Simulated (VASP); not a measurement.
Crystal: ZnO.

```xyz
8
Lattice="5.5722 0.0000 0.0000 0.0000 5.5722 0.0000 0.0000 0.0000 3.2910" Properties=species:S:1:pos:R:3 pbc="T T T"
Zn    1.7721    3.8001    0.0000
Zn    3.8001    1.7721    0.0000
Zn    4.5582    4.5582    1.6455
Zn    1.0140    1.0140    1.6455
O     1.7678    1.7678    0.0000
O     3.8044    3.8044    0.0000
O     1.0183    4.5539    1.6455
O     4.5539    1.0183    1.6455
```

- Program: VASP 6.6.1
- Task: relaxation of cell and atoms
- Functional: PBEsol
- Potentials or basis: VASP PAW PBE potentials, release 64 (Zn, O)
- Cutoff: 840 eV
- k mesh: 5 × 5 × 8
- Occupations: gaussian, width 0.03 eV
- Spin: no spin polarisation

At the start: pressure -3.8 GPa; volume 12.77 Å³/atom.

Task: How do energy, volume and symmetry change on relaxing?

Result: Over 12 steps the energy falls by 4.5 meV/atom and the volume is 12.41 Å³/atom (-2.8 %); space group P4_2/mnm (No. 136, to 0.1 Å) before and after.

The path:
| step | energy change (eV) | largest force (eV/Å) | pressure (GPa) | volume (Å³) |
| --- | --- | --- | --- | --- |
| 1 | 0.0000 | 0.0418 | -3.82 | 102.19 |
| 2 | -0.0263 | 0.0236 | 2.18 | 97.75 |
| 3 | -0.0366 | 0.0298 | 0.00 | 99.25 |
| 4 | -0.0366 | 0.0293 | 0.09 | 99.19 |
| 5 | -0.0367 | 0.0107 | -0.01 | 99.28 |
| 6 | -0.0367 | 0.0129 | -0.07 | 99.31 |
| 7 | -0.0368 | 0.0113 | -0.09 | 99.33 |
| 8 | -0.0369 | 0.0088 | -0.09 | 99.36 |
| 9 | -0.0369 | 0.0063 | 0.05 | 99.26 |
| 10 | -0.0369 | 0.0015 | 0.00 | 99.30 |
| 11 | -0.0359 | 0.0014 | -0.01 | 99.30 |
| 12 | -0.0359 | 0.0014 | -0.01 | 99.30 |

Final structure:
```yaml
crystal:
  lattice:
    - [5.52908, 0.00000, 0.00000]
    - [0.00000, 5.52908, 0.00000]
    - [0.00000, 0.00000, 3.24818]
  atoms:
    - { symbol: Zn, position: [0.31800, 0.68200, 0.00000] }
    - { symbol: Zn, position: [0.68200, 0.31800, 0.00000] }
    - { symbol: Zn, position: [0.81800, 0.81800, 0.50000] }
    - { symbol: Zn, position: [0.18200, 0.18200, 0.50000] }
    - { symbol: O, position: [0.31813, 0.31813, 0.00000] }
    - { symbol: O, position: [0.68187, 0.68187, 0.00000] }
    - { symbol: O, position: [0.18187, 0.81813, 0.50000] }
    - { symbol: O, position: [0.81813, 0.18187, 0.50000] }
```

Caveat: the PAW data sets were made with another functional, which shifts forces and pressure a little.
